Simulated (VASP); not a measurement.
Input of a VASP 6.6.1 run:

Contents of INCAR:

```
PREC = Accurate
ENCUT = 520
EDIFF = 1E-6
ISMEAR = 0
SIGMA = 0.1
LREAL = F
LASPH = T
NELM = 80
ALGO = Fast
ISIF = 2
LWAVE = F
LCHARG = F
GGA = PE
NBANDS = 19
```

File KPOINTS:

```
Automatic mesh
0
Gamma
  18 18 8
```

POSCAR

```
Cd
1.0
    3.0032098965      0.0000000000      0.0000000000
   -1.5016049482      2.6008560632      0.0000000000
    0.0000000000      0.0000000000      5.1579577005
Cd
2
Direct
    0.3333333333      0.6666666667      0.2500000000
    0.6666666667      0.3333333333      0.7500000000
```

Potentials or basis: VASP PAW PBE potentials, release 64 (Cd).

The run is started by

```sh
$ cat potpaw_PBE.64/Cd/POTCAR > POTCAR
$ mpirun -np 1 vasp_std > vasp.out
```

Problem. Estimate the pressure.

Solution. 7.4 GPa.

Problem. What does it give for the band gap on the k mesh?

Solution. Zero (band 12 reaches 4.93 eV, above the bottom of band 13 at 1.62 eV).

Stress tensor (GPa, compression positive):
```
7.10 0.00 0.00
0.00 7.10 0.00
0.00 0.00 7.86
```

Caveat: the cell differs from its parent crystal (strained).
